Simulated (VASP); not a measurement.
# PbSe (I4mm) in VASP: single point with r2SCAN

Aim: the single point of PbSe with r2SCAN.

Everything below comes from runs of VASP 6.6.1. Logs are shortened: lines on timing, memory, paths and dates and some standing lists are left out, and cuts for length are marked.

## Step 1: The cell of the first run

It takes space group I4mm (No. 107, tetragonal). The conventional cell has a = 4.331 Å, b = 4.331 Å, c = 6.124 Å, α = 90.00°, β = 90.00°, γ = 90.00°. Pb (site symmetry 4mm) has 6 Se at 3.02 to 3.10 Å within 4.0 Å. Se (site symmetry 4mm) has 6 Pb at 3.02 to 3.10 Å within 4.0 Å.

## Step 2: Single point, r2SCAN

File POSCAR:

```
PbSe
1.0
    0.0000000000      3.0621500000      3.0621500000
    3.0621500000      0.0000000000      3.0621500000
    3.0621500000      3.0621500000      0.0000000000
Pb Se
1 1
Direct
    0.0000000000      0.0000000000      0.0000000000
    0.4938768512      0.5061231488      0.5061231488
```

File INCAR.step1:

```
PREC = Accurate
ENCUT = 520
ISMEAR = 0
SIGMA = 0.05
LREAL = False
LASPH = True
NELM = 60
NBANDS = 17
GGA = PE
ALGO = Normal
EDIFF = 1E-4
LWAVE = True
LCHARG = False
```

File INCAR.step2:

```
PREC = Accurate
ENCUT = 520
EDIFF = 1E-6
ISMEAR = 0
SIGMA = 0.05
LREAL = False
LASPH = True
NELM = 60
ALGO = Normal
ISIF = 2
LWAVE = False
LCHARG = True
METAGGA = R2SCAN
LMIXTAU = True
LELF = True
LVHAR = True
NBANDS = 17
ISTART = 1
```

File KPOINTS:

```
regular mesh
0
Gamma
  10 10 10
```

Potentials or basis: VASP PAW PBE potentials, release 64 (Pb_d, Se).

On the command line:

```sh
cat potpaw_PBE.64/Pb_d/POTCAR potpaw_PBE.64/Se/POTCAR > POTCAR
cp INCAR.step1 INCAR
mpirun -np 1 vasp_std > vasp.out
cp INCAR.step2 INCAR
mpirun -np 1 vasp_std > vasp.out
```

OUTCAR:

```text
PREC = Accurate
   ENCUT = 520
   EDIFF = 1E-6
   ISMEAR = 0
   LREAL = False
   LASPH = True
   NELM = 60
   ISIF = 2
   METAGGA = R2SCAN
   ISTART = 1

 ion  position               nearest neighbor table
   1  0.000  0.000  0.000-   2 3.02   2 3.06   2 3.06   2 3.06   2 3.06   2 3.10
   2  0.494  0.506  0.506-   1 3.02   1 3.06   1 3.06   1 3.06   1 3.06   1 3.10

  LATTYP: Found a face centered cubic cell.
 ALAT       =     6.1243000000

  Lattice vectors:

 A1 = (   0.0000000000,   3.0621500000,   3.0621500000)
 A2 = (   3.0621500000,   0.0000000000,   3.0621500000)
 A3 = (   3.0621500000,   3.0621500000,   0.0000000000)

Analysis of symmetry for initial positions (statically):
=====================================================================
 Subroutine PRICEL returns:
 Original cell was already a primitive cell.

 Routine SETGRP: Setting up the symmetry group for a
 face centered cubic supercell.

 Subroutine GETGRP returns: Found  8 space group operations
 (whereof  8 operations were pure point group operations)
 out of a pool of 48 trial point group operations.

The static configuration has the point symmetry C_4v.

Analysis of symmetry for dynamics (positions and initial velocities):
=====================================================================
 Subroutine PRICEL returns:
 Original cell was already a primitive cell.

 Routine SETGRP: Setting up the symmetry group for a
 face centered cubic supercell.

 Subroutine GETGRP returns: Found  8 space group operations
 (whereof  8 operations were pure point group operations)
 out of a pool of 48 trial point group operations.

The dynamic configuration has the point symmetry C_4v.

 Subroutine INISYM returns: Found  8 space group operations
 (whereof  8 operations are pure point group operations),
 and found     1 'primitive' translations

----------------------------------------------------------------------------------------

                                     Primitive cell

  volume of cell :      57.4261

  direct lattice vectors                    reciprocal lattice vectors
     0.000000000  3.062150000  3.062150000    -0.163283967  0.163283967  0.163283967
     3.062150000  0.000000000  3.062150000     0.163283967 -0.163283967  0.163283967
     3.062150000  3.062150000  0.000000000     0.163283967  0.163283967 -0.163283967

  length of vectors
     4.330534060  4.330534060  4.330534060     0.282816127  0.282816127  0.282816127

[... 78 lines left out ...]
   ENCUT  =  520.0 eV  38.22 Ry    6.18 a.u.   8.05  8.05  8.05*2*pi/ulx,y,z
   NELM   =     60;   NELMIN=  2; NELMDL=  0     # of ELM steps
   EDIFF  = 0.1E-05   stopping-criterion for ELM
   LREAL  =      F    real-space projection
   EDIFFG = 0.1E-04   stopping-criterion for IOM
   NSW    =      0    number of steps for IOM
   IBRION =     -1    ionic relax: 0-MD 1-quasi-New 2-CG
   NFREE  =      0    steps in history (QN), initial steepest desc. (CG)
   ISIF   =      2    stress and relaxation
   ISYM   =      2    0-nonsym 1-usesym 2-fastsym
   POTIM  = 0.5000    time-step for ionic-motion
   TEBEG  =    0.0;   TEEND  =   0.0 temperature during run
   PSTRESS=    0.0 pullay stress
   NELECT =      20.0000    total number of electrons
   NUPDOWN=      -1.0000    fix difference up-down
   EMIN   =  10.00;   EMAX   =-10.00  energy-range for DOS
   EFERMI =   0.00;   METHOD = LEGACY
   ISMEAR =     0;   SIGMA  =   0.05  broadening in eV -4-tet -1-fermi 0-gaus
   EFERMI_NEDOS =   21; number of points for ismear=-14 and -15
   IALGO  =     38    algorithm
   IMIX   =      4    mixing-type and parameters
     AMIX     =   0.40;   BMIX     =  1.00
     AMIX_MAG =   1.60;   BMIX_MAG =  1.00
  volume/ion in A,a.u.               =      28.71       193.77
  Fermi-wavevector in a.u.,A,eV,Ry     =   1.151812  2.176610 18.050462  1.326672
  Thomas-Fermi vector in A             =   2.288467
   LORBIT       =      0    0 simple, 1 ext, 2 COOP (PROOUT), +10 PAW based schemes
   METAGGA = R2SCAN    functional components
   LHFCALC =     F    Hartree Fock is set to
   AEXX    =    0.0000 exact exchange contribution
   IVDW    =     0    specifies the selected vdW correction
   LEPSILON=     F    determine dielectric tensor
   LRPA    =     F    only Hartree local field effects (RPA)
 non-spin polarized calculation
 Gauss-broadening in eV      SIGMA  =   0.05
  energy-cutoff  :      520.00
  volume of cell :       57.43
 maximum number of plane-waves:      1572
   NGX = 17   NGY = 17   NGZ = 17

 number of electron      19.9999999 magnetization

 Free energy of the ion-electron system (eV)
  ---------------------------------------------------
  ext. energy  EPLUGINS =         0.00000000
  ---------------------------------------------------
  free energy    TOTEN  =       -71.93147072 eV

  energy without entropy =      -71.93147072  energy(sigma->0) =      -71.93147072

 E-fermi :   5.1417     XC(G=0): -10.0602

 val. band max:        4.8971118606   @ k =   0.5000   0.0000   0.0000
 cond. band min:       5.4928778647   @ k =   0.5000   0.0000   0.0000
 fundamental gap:      0.5957660041
 Fermi energy:         5.1417398194

 k-point     1 :       0.0000    0.0000    0.0000
  band No.  band energies     occupation
      1     -12.5642      2.00000
      2     -12.5638      2.00000
      3     -12.5638      2.00000
      4     -12.5610      2.00000
      5     -12.5609      2.00000
      6      -9.2396      2.00000
[... 457 lines left out ...]
      4     -12.5593      2.00000
      5     -12.5532      2.00000
      6      -9.0322      2.00000
[... 9 lines left out ...]
     16      12.9087      0.00000
     17      14.4586      0.00000

 [... further k-points ...]

------------------------ aborting loop because EDIFF is reached ----------------------------------------

  FORCE on cell =-STRESS in cart. coord.  units (eV):
  Direction    XX          YY          ZZ          XY          YZ          ZX
  --------------------------------------------------------------------------------------
  -------------------------------------------------------------------------------------
  Total        0.5417655      0.5216599      0.5216599      0.0000000      0.0000000      0.0000000
  in kB       15.1151526     14.5542110     14.5542110      0.0000000      0.0000000      0.0000000
  external PRESSURE =      14.7411915 kB  Pullay stress =       0.0000000 kB

 VOLUME and BASIS-vectors are now :
 -----------------------------------------------------------------------------
  energy-cutoff  :      520.00
  volume of cell :       57.43
      direct lattice vectors                 reciprocal lattice vectors
     0.000000000  3.062150000  3.062150000    -0.163283967  0.163283967  0.163283967
     3.062150000  0.000000000  3.062150000     0.163283967 -0.163283967  0.163283967
     3.062150000  3.062150000  0.000000000     0.163283967  0.163283967 -0.163283967

 POSITION                                       TOTAL-FORCE (eV/Angst)
 -----------------------------------------------------------------------------------
      0.00000      0.00000      0.00000         0.018695      0.000000      0.000000
      3.09965      3.06215      3.06215        -0.018695      0.000000      0.000000
 -----------------------------------------------------------------------------------
    total drift:                               -0.000266      0.000000      0.000000

  FREE ENERGIE OF THE ION-ELECTRON SYSTEM (eV)
  ---------------------------------------------------
  free  energy   TOTEN  =       -71.9314707232 eV

  energy  without entropy=      -71.9314707232  energy(sigma->0) =      -71.93147072
```

OUTCAR.step1:

```text
PREC = Accurate
   ENCUT = 520
   ISMEAR = 0
   LREAL = False
   LASPH = True
[... 701 lines left out ...]
      0.00000      0.00000      0.00000         0.024270      0.000000      0.000000
      3.09965      3.06215      3.06215        -0.024270      0.000000      0.000000
 -----------------------------------------------------------------------------------
    total drift:                               -0.000258      0.000000      0.000000

  FREE ENERGIE OF THE ION-ELECTRON SYSTEM (eV)
  ---------------------------------------------------
  free  energy   TOTEN  =        -8.1783695565 eV

  energy  without entropy=       -8.1783695451  energy(sigma->0) =       -8.17836955
```

It took 4 min on 1 thread of Intel Xeon 8259CL, shared host; peak memory 0.26 GiB.

Results:

```
Free energy            : -71.9315 eV
Pressure               : 1.5 GPa
Largest force          : 0.019 eV/Å
Band gap on the k mesh : 0.60 eV
```

Forces on the atoms (eV/Å):
```
Pb   0.019  0.000  0.000
Se  -0.019  0.000  0.000
```

Caveat: the PAW data sets were made with another functional, which shifts forces and pressure a little; spin-orbit coupling is left out, which moves the levels of the heavy elements. A k mesh can miss the band edges.
